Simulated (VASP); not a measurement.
# CsAg (Cmcm) in VASP: a series of runs

Runs on CsAg. Level: PBE. Tasks: single point.

All numbers are computed with VASP 6.6.1; they aren't measurements. Logs are shortened: lines on timing, memory, paths and dates and some standing lists are left out, and cuts for length are marked.

## Step 1: The cell of the first run

It takes space group Cmcm (No. 63, orthorhombic). Conventional cell: a = 4.858 Å, b = 12.327 Å, c = 4.705 Å, α = 90.00°, β = 90.00°, γ = 90.00°. Within 4.5 Å of Cs (site symmetry m2m) lie 7 Ag at 3.44 to 3.65 Å and 6 Cs at 4.14 to 4.37 Å. Within 4.1 Å of Ag (site symmetry m2m) lie 2 Ag at 3.12 Å and 7 Cs at 3.44 to 3.65 Å.

## Step 2: Single point, PBE

INCAR reads:

```
SYSTEM = CsAg
PREC     = Accurate       ! precision mode
ENCUT    = 520            ! plane-wave cutoff, eV
EDIFF    = 1E-6           ! SCF threshold, eV
ISMEAR   = 0              ! smearing method
SIGMA    = 0.1            ! smearing width, eV
LREAL    = .FALSE.        ! projectors in reciprocal space
LASPH    = .TRUE.         ! aspherical terms in the spheres
NELM     = 80             ! most SCF steps
ALGO     = Normal         ! electronic algorithm
ISIF     = 2              ! what is computed and relaxed
LWAVE    = .FALSE.        ! write WAVECAR
LCHARG   = .TRUE.         ! write CHGCAR
GGA      = PE             ! functional
LELF     = .TRUE.         ! ELF
LVHAR    = .TRUE.       
NBANDS   = 28             ! bands
```

KPOINTS reads:

```
regular mesh
0
G
  4 4 4
  0 0 0
```

POSCAR reads:

```
CsAg
1.0
    2.4291708259     -6.1635226948      0.0000000000
    2.4291708259      6.1635226948      0.0000000000
    0.0000000000      0.0000000000      4.7049330517
Cs Ag
2 2
Direct
    0.8620000000      0.1380000000      0.7500000000
    0.1380000000      0.8620000000      0.2500000000
    0.5830000000      0.4170000000      0.7500000000
    0.4170000000      0.5830000000      0.2500000000
```

Potentials or basis: VASP PAW PBE potentials, release 64 (Cs_sv, Ag).

Launch:

```
cat potpaw_PBE.64/Cs_sv/POTCAR potpaw_PBE.64/Ag/POTCAR > POTCAR
mpirun -np 1 vasp_std > vasp.out
```

OUTCAR:

```text
SYSTEM = CsAg
   PREC = Accurate
   ENCUT = 520
   EDIFF = 1E-6
   ISMEAR = 0
   LREAL = .FALSE.
   LASPH = .TRUE.
   NELM = 80
   ISIF = 2
   GGA = PE

 ion  position               nearest neighbor table
   1  0.862  0.138  0.750-
   2  0.138  0.862  0.250-
   3  0.583  0.417  0.750-   4 3.12   4 3.12
   4  0.417  0.583  0.250-   3 3.12   3 3.12

  LATTYP: Found a base centered orthorhombic cell.
 ALAT       =     4.8583416518
 B/A-ratio  =     2.5372948782
 C/A-ratio  =     0.9684236698

  Lattice vectors:

 A1 = (   2.4291708259,  -6.1635226948,   0.0000000000)
 A2 = (   2.4291708259,   6.1635226948,   0.0000000000)
 A3 = (   0.0000000000,   0.0000000000,   4.7049330517)

Analysis of symmetry for initial positions (statically):
=====================================================================
 Subroutine PRICEL returns:
 Original cell was already a primitive cell.

 Routine SETGRP: Setting up the symmetry group for a
 base centered orthorhombic supercell.

 Subroutine GETGRP returns: Found  8 space group operations
 (whereof  4 operations were pure point group operations)
 out of a pool of  8 trial point group operations.

The static configuration has the point symmetry C_2h.
 The point group associated with its full space group is D_2h.

Analysis of symmetry for dynamics (positions and initial velocities):
=====================================================================
 Subroutine PRICEL returns:
 Original cell was already a primitive cell.

 Routine SETGRP: Setting up the symmetry group for a
 base centered orthorhombic supercell.

 Subroutine GETGRP returns: Found  8 space group operations
 (whereof  4 operations were pure point group operations)
 out of a pool of  8 trial point group operations.

The dynamic configuration has the point symmetry C_2h.
 The point group associated with its full space group is D_2h.

 Subroutine INISYM returns: Found  8 space group operations
 (whereof  4 operations are pure point group operations),
 and found     1 'primitive' translations

----------------------------------------------------------------------------------------

                                     Primitive cell

  volume of cell :     140.8869

  direct lattice vectors                    reciprocal lattice vectors
     2.429170826 -6.163522695  0.000000000     0.205831552 -0.081122440  0.000000000
     2.429170826  6.163522695  0.000000000     0.205831552  0.081122440  0.000000000
     0.000000000  0.000000000  4.704933052     0.000000000  0.000000000  0.212542876

  length of vectors
     6.624943993  6.624943993  4.704933052     0.221240769  0.221240769  0.212542876

  position of ions in fractional coordinates (direct lattice)
     0.862000000  0.138000000  0.750000000
     0.138000000  0.862000000  0.250000000
     0.583000000  0.417000000  0.750000000
     0.417000000  0.583000000  0.250000000

  ion indices of the primitive-cell ions
   primitive index   ion index
                 1           1
                 2           2
                 3           3
                 4           4

----------------------------------------------------------------------------------------

 KPOINTS: regular mesh

Automatic generation of k-mesh.
 Grid dimensions read from file:
 generate k-points for:    4    4    4

 Generating k-lattice:

  Cartesian coordinates                     Fractional coordinates (reciprocal lattice)
     0.051457888 -0.020280610  0.000000000     0.250000000 -0.000000000  0.000000000
     0.051457888  0.020280610  0.000000000    -0.000000000  0.250000000  0.000000000
     0.000000000  0.000000000  0.053135719     0.000000000  0.000000000  0.250000000

  Length of vectors
     0.055310192  0.055310192  0.053135719

  Shift w.r.t. Gamma in fractional coordinates (k-lattice)
     0.000000000  0.000000000  0.000000000

 Subroutine IBZKPT returns following result:
 ===========================================

 Found     21 irreducible k-points:

 Following reciprocal coordinates:
            Coordinates               Weight
  0.000000  0.000000  0.000000      1.000000
  0.250000 -0.000000  0.000000      4.000000
  0.500000 -0.000000  0.000000      2.000000
  0.250000  0.250000  0.000000      2.000000
  0.500000  0.250000  0.000000      4.000000
 -0.250000  0.250000  0.000000      2.000000
[... 13 lines left out ...]
 -0.250000  0.250000  0.500000      2.000000
  0.500000  0.500000  0.500000      1.000000
   k-points           NKPTS =     21   k-points in BZ     NKDIM =     21   number of bands    NBANDS=     28
   number of dos      NEDOS =    301   number of ions     NIONS =      4
   total plane-waves  NPLWV =  90000
   dimension x,y,z NGX =    50 NGY =   50 NGZ =   36
   dimension x,y,z NGXF=   100 NGYF=  100 NGZF=   72
   ions per type =               2   2
   NGX,Y,Z   is equivalent  to a cutoff of  12.55, 12.55, 12.72 a.u.
   NGXF,Y,Z  is equivalent  to a cutoff of  25.09, 25.09, 25.44 a.u.
 SYSTEM =  CsAg
   PREC   = accura    normal or accurate (medium, high low for compatibility)
   ISTART =      0    job   : 0-new  1-cont  2-samecut
   ICHARG =      2    charge: 1-file 2-atom 10-const
   ISPIN  =      1    spin polarized calculation?
   LNONCOLLINEAR =      F non collinear calculations
   LSORBIT =      F    spin-orbit coupling
   LASPH  =      T    aspherical Exc in radial PAW
   ENCUT  =  520.0 eV  38.22 Ry    6.18 a.u.  12.32 12.32  8.75*2*pi/ulx,y,z
   NELM   =     80;   NELMIN=  2; NELMDL= -5     # of ELM steps
   EDIFF  = 0.1E-05   stopping-criterion for ELM
   LREAL  =      F    real-space projection
   EDIFFG = 0.1E-04   stopping-criterion for IOM
   NSW    =      0    number of steps for IOM
   IBRION =     -1    ionic relax: 0-MD 1-quasi-New 2-CG
   NFREE  =      0    steps in history (QN), initial steepest desc. (CG)
   ISIF   =      2    stress and relaxation
   ISYM   =      2    0-nonsym 1-usesym 2-fastsym
   POTIM  = 0.5000    time-step for ionic-motion
   TEBEG  =    0.0;   TEEND  =   0.0 temperature during run
   PSTRESS=    0.0 pullay stress
   NELECT =      40.0000    total number of electrons
   NUPDOWN=      -1.0000    fix difference up-down
   EMIN   =  10.00;   EMAX   =-10.00  energy-range for DOS
   EFERMI =   0.00;   METHOD = LEGACY
   ISMEAR =     0;   SIGMA  =   0.10  broadening in eV -4-tet -1-fermi 0-gaus
   EFERMI_NEDOS =   21; number of points for ismear=-14 and -15
   IALGO  =     38    algorithm
   IMIX   =      4    mixing-type and parameters
     AMIX     =   0.40;   BMIX     =  1.00
     AMIX_MAG =   1.60;   BMIX_MAG =  1.00
  volume/ion in A,a.u.               =      35.22       237.69
  Fermi-wavevector in a.u.,A,eV,Ry     =   1.075981  2.033310 15.751947  1.157735
  Thomas-Fermi vector in A             =   2.211853
   LORBIT       =      0    0 simple, 1 ext, 2 COOP (PROOUT), +10 PAW based schemes
   GGA     = PE    functional components
   LHFCALC =     F    Hartree Fock is set to
   AEXX    =    0.0000 exact exchange contribution
   IVDW    =     0    specifies the selected vdW correction
   LEPSILON=     F    determine dielectric tensor
   LRPA    =     F    only Hartree local field effects (RPA)
 non-spin polarized calculation
 Gauss-broadening in eV      SIGMA  =   0.10
  energy-cutoff  :      520.00
  volume of cell :      140.89
 maximum number of plane-waves:      3832
 NGX is ok and might be reduce to    50
   NGX = 25   NGY = 25   NGZ = 17

 number of electron      40.0000001 magnetization

 Free energy of the ion-electron system (eV)
  ---------------------------------------------------
  ext. energy  EPLUGINS =         0.00000000
  ---------------------------------------------------
  free energy    TOTEN  =        -6.39085019 eV

  energy without entropy =       -6.39084628  energy(sigma->0) =       -6.39084824

 E-fermi :   3.8500     XC(G=0):  -8.8399

 val. band max:        3.5891094946   @ k =   0.2500   0.2500   0.0000
 cond. band min:       4.1108248165   @ k =   0.2500   0.2500   0.0000
 fundamental gap:      0.5217153218
 Fermi energy:         3.8499670774

 k-point     1 :       0.0000    0.0000    0.0000
  band No.  band energies     occupation
      1     -18.9190      2.00000
      2     -18.7664      2.00000
      3      -6.3184      2.00000
      4      -5.8852      2.00000
      5      -5.7487      2.00000
      6      -5.5820      2.00000
[... 20 lines left out ...]
     27       7.8121      0.00000
     28       9.0652      0.00000

 k-point     2 :       0.2500   -0.0000    0.0000
  band No.  band energies     occupation
      1     -18.8952      2.00000
      2     -18.7768      2.00000
      3      -6.2722      2.00000
      4      -5.9748      2.00000
      5      -5.8527      2.00000
      6      -5.7447      2.00000
[... 20 lines left out ...]
     27       8.1076      0.00000
     28       8.2174      0.00000

 k-point     3 :       0.5000   -0.0000    0.0000
  band No.  band energies     occupation
      1     -18.8644      2.00000
      2     -18.7943      2.00000
      3      -6.2581      2.00000
      4      -6.2117      2.00000
      5      -5.8001      2.00000
      6      -5.7678      2.00000
[... 20 lines left out ...]
     27       8.6816      0.00000
     28       9.0787      0.00000

 k-point     4 :       0.2500    0.2500    0.0000
  band No.  band energies     occupation
      1     -18.8644      2.00000
      2     -18.7943      2.00000
      3      -6.3539      2.00000
      4      -6.0241      2.00000
      5      -5.8770      2.00000
      6      -5.8001      2.00000
[... 485 lines left out ...]
     27       8.4830      0.00000
     28       8.4830      0.00000

 k-point    20 :      -0.2500    0.2500    0.5000
  band No.  band energies     occupation
      1     -18.8237      2.00000
      2     -18.8237      2.00000
      3      -6.3186      2.00000
      4      -6.3186      2.00000
      5      -5.6742      2.00000
      6      -5.6742      2.00000
[... 20 lines left out ...]
     27       9.3543      0.00000
     28       9.3543      0.00000

 k-point    21 :       0.5000    0.5000    0.5000
  band No.  band energies     occupation
      1     -18.8232      2.00000
      2     -18.8232      2.00000
      3      -6.4455      2.00000
      4      -6.4455      2.00000
      5      -5.6711      2.00000
      6      -5.6711      2.00000
[... 20 lines left out ...]
     27       8.5023      0.00000
     28       8.5023      0.00000

------------------------ aborting loop because EDIFF is reached ----------------------------------------

  FORCE on cell =-STRESS in cart. coord.  units (eV):
  Direction    XX          YY          ZZ          XY          YZ          ZX
  --------------------------------------------------------------------------------------
  -------------------------------------------------------------------------------------
  Total        4.2019253      3.5620844      3.7209069      0.0000000      0.0000000      0.0000000
  in kB       47.7846501     40.5083248     42.3144676      0.0000000      0.0000000      0.0000000
  external PRESSURE =      43.5358142 kB  Pullay stress =       0.0000000 kB

 VOLUME and BASIS-vectors are now :
 -----------------------------------------------------------------------------
  energy-cutoff  :      520.00
  volume of cell :      140.89
      direct lattice vectors                 reciprocal lattice vectors
     2.429170826 -6.163522695  0.000000000     0.205831552 -0.081122440  0.000000000
     2.429170826  6.163522695  0.000000000     0.205831552  0.081122440  0.000000000
     0.000000000  0.000000000  4.704933052     0.000000000  0.000000000  0.212542876

 POSITION                                       TOTAL-FORCE (eV/Angst)
 -----------------------------------------------------------------------------------
      2.42917     -4.46239      3.52870         0.000000      0.034202     -0.000000
      2.42917      4.46239      1.17623         0.000000     -0.034202     -0.000000
      2.42917     -1.02314      3.52870         0.000000      0.572701      0.000000
      2.42917      1.02314      1.17623         0.000000     -0.572701     -0.000000
 -----------------------------------------------------------------------------------
    total drift:                               -0.000000     -0.000000     -0.000000

  FREE ENERGIE OF THE ION-ELECTRON SYSTEM (eV)
  ---------------------------------------------------
  free  energy   TOTEN  =        -6.3908501920 eV

  energy  without entropy=       -6.3908462829  energy(sigma->0) =       -6.39084824
```

It took 51 s on 1 thread of Intel Xeon 6975P-C (Granite Rapids), shared host; peak memory 0.31 GiB.

Results:

```
Free energy            : -6.3909 eV
Pressure               : 4.4 GPa
Largest force          : 0.573 eV/Å
Band gap on the k mesh : 0.52 eV, direct
```

Forces on the atoms (eV/Å):
```
Cs   0.000  0.034  0.000
Cs   0.000 -0.034  0.000
Ag   0.000  0.573  0.000
Ag   0.000 -0.573  0.000
```

Caveat: spin-orbit coupling is left out, which moves the levels of the heavy elements.

## Step 3: Single point, PBE

This run uses another cell than the first one, of 45.59 Å³/atom, 1.294 times its volume.

INCAR reads:

```
SYSTEM = CsAg
PREC = Accurate
ENCUT = 520
EDIFF = 1E-6
ISMEAR = 0
SIGMA = 0.1
LREAL = .False.
LASPH = .True.
NELM = 100
ALGO = Normal
ISIF = 2
LWAVE = .False.
LCHARG = .False.
GGA = PE
NBANDS = 28
```

KPOINTS reads:

```
regular mesh
0
Gamma
  4 4 4
  0 0 0
```

POSCAR reads:

```
CsAg
1.0
    2.6542786307     -6.6886944742      0.0000000000
    2.6542786307      6.6886944742      0.0000000000
    0.0000000000      0.0000000000      5.1360012537
Cs Ag
2 2
Direct
    0.8569880784      0.1430119216      0.7500000000
    0.1430119216      0.8569880784      0.2500000000
    0.5520946089      0.4479053911      0.7500000000
    0.4479053911      0.5520946089      0.2500000000
```

Potentials or basis: VASP PAW PBE potentials, release 64 (Cs_sv, Ag).

Launch:

```
cat potpaw_PBE.64/Cs_sv/POTCAR potpaw_PBE.64/Ag/POTCAR > POTCAR
mpirun -np 1 vasp_std > vasp.out
```

Wall time 78 s (1 thread of Intel Xeon 6975P-C (Granite Rapids), shared host); peak memory 0.37 GiB.

The run converged. Its results:

- Free energy: -7.0687 eV
- Pressure: 0.1 GPa
- Largest force: 0.015 eV/Å
- Band gap on the k mesh: 0.44 eV, indirect (least direct gap 0.54 eV)

Forces on the atoms (eV/Å):
```
Cs   0.000 -0.003  0.000
Cs   0.000  0.003  0.000
Ag   0.000  0.015  0.000
Ag   0.000 -0.015  0.000
```

Stress tensor (GPa, compression positive):
```
0.17 0.00 0.00
0.00 0.14 0.00
0.00 0.00 0.07
```

Levels at points of the mesh, in eV from the valence-band top:
```csv
k point,band 18,band 19,band 20,band 21,band 22,band 23
"(0.00, 0.00, 0.00)",-3.36,-3.11,-0.33,1.78,1.98,2.13
"(0.50, 0.00, 0.00)",-3.33,-2.23,-0.15,0.98,1.13,1.92
"(0.50, 0.50, 0.00)",-3.35,-2.61,-0.89,1.92,2.30,2.34
"(0.00, 0.00, 0.50)",-3.21,-1.51,-1.51,1.66,1.66,2.10
"(0.50, 0.00, 0.50)",-3.20,-1.31,-1.31,1.47,1.47,2.06
"(0.50, 0.50, 0.50)",-3.17,-1.33,-1.33,0.90,0.90,2.68
```

Caveat: spin-orbit coupling is left out, which moves the levels of the heavy elements. A k mesh can miss the band edges.
